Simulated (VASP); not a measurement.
A run of VASP 6.6.1 is set up as follows.

The input INCAR:

```
ALGO     = Normal         # electronic algorithm
EDIFF    = 1E-6           # SCF threshold, eV
ENCUT    = 600            # plane-wave cutoff, eV
GGA      = PE             # functional
GGA_COMPAT= False        
ISIF     = 2              # what is computed and relaxed
ISMEAR   = 0              # smearing method
LASPH    = True           # aspherical terms in the spheres
LCHARG   = True           # write CHGCAR
LELF     = True           # ELF
LMAXMIX  = 6              # l up to which the mixer works
LREAL    = False          # projectors in reciprocal space
LVHAR    = True         
LWAVE    = False          # write WAVECAR
NBANDS   = 20             # bands
NELM     = 200            # most SCF steps
PREC     = Accurate       # precision mode
SIGMA    = 0.1            # smearing width, eV
```

File KPOINTS:

```
k-points
0
Gamma
  6 6 4
```

The input POSCAR:

```
PrAgC
1.0
    4.1630059700      0.0000000000      0.0000000000
   -2.0815029800      3.6052689200      0.0000000000
    0.0000000000      0.0000000000      4.5443197300
Pr Ag C
1 1 1
Direct
    0.0000000000      0.0000000000      0.0000000000
    0.6666666700      0.3333333300      0.5000000000
    0.3333333300      0.6666666700      0.5000000000
```

Potentials or basis: VASP PAW PBE potentials, release 64 (Pr_3, Ag, C), 4f in core.

Command:

```sh
$ cat potpaw_PBE.64/Pr_3/POTCAR potpaw_PBE.64/Ag/POTCAR potpaw_PBE.64/C/POTCAR > POTCAR
$ mpirun -np 1 vasp_std > vasp.out
```

Problem. Predict the pressure.

Solution. -13.3 GPa.

Problem. Predict the band gap on the k mesh.

Solution. Zero (bands 13 and 14 overlap by 1.30 eV).

Stress tensor (GPa, compression positive):
```
-12.17   0.00   0.00
  0.00 -12.17   0.00
  0.00   0.00 -15.42
```

Caveat: the cell stands under tension; spin-orbit coupling is left out, which moves the levels of the heavy elements; the 4f electrons are frozen in the core, so they carry no moment and show no levels. Spin polarisation is off, so any magnetic state and its effect on volume and gap are missing.
